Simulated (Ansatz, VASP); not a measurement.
## One calculation of CuI, two programs

```
Cu I
1.0
     0.00000    3.03150    3.03150
     3.03150    0.00000    3.03150
     3.03150    3.03150    0.00000
Cu I
1 1
Direct
  0.75000 0.75000 0.75000
  0.00000 0.00000 0.00000
```

Alike in both runs: task single point; functional LDA; k mesh 9 × 9 × 9; occupations fermi-dirac, width 0.03 eV; no spin polarisation.

|  | VASP | Ansatz |
| --- | --- | --- |
| version | VASP 6.6.1 | Ansatz 0.2.0 |
| potentials or method | VASP PAW LDA potentials, release 64 (Cu, I), cutoff 520 eV | all-electron LAPW, scalar-relativistic |

VASP gave:

- pressure (GPa): -4.3

Task: Estimate Ansatz's values.

Result: Pressure (GPa): -4.4.

LDA's correlation is that of Perdew and Zunger in VASP and of Perdew and Wang (1992) in Ansatz. Ansatz ran all-electron here, and VASP with PAW potentials.

Neither program's run includes spin-orbit coupling.
